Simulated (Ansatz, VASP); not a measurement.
# One calculation of Si, two programs

```
Si
1.0
     0.00000    1.91934    1.91934
     1.91934    0.00000    1.91934
     1.91934    1.91934    0.00000
Si
1
Direct
  0.00000 0.00000 0.00000
```

Alike in both runs: functional PBEsol; k mesh 18 × 18 × 18; occupations gaussian, width 0.1 eV; no spin polarisation.

Ansatz relaxed the structure, and its values are those at the end. VASP's run is a single point on that final structure, the one shown.

|  | VASP | Ansatz |
| --- | --- | --- |
| version | VASP 6.6.1 | Ansatz 0.2.0 |
| potentials or method | VASP PAW PBE potentials, release 64 (Si), cutoff 520 eV | scalar-relativistic, plane waves, PAW |
| valence electrons in the cell | 4 | 4 |

Ansatz gave:

* gap on the k mesh at the Fermi level (eV): none
* pressure (GPa): 0.0

**Question.** Which values does VASP return?

**Answer.** gap on the k mesh at the Fermi level (eV): none; pressure (GPa): 0.1.

VASP's potentials were made for PBE, not for PBEsol. A gap of «none» marks a metal or a gap that the smearing closes.
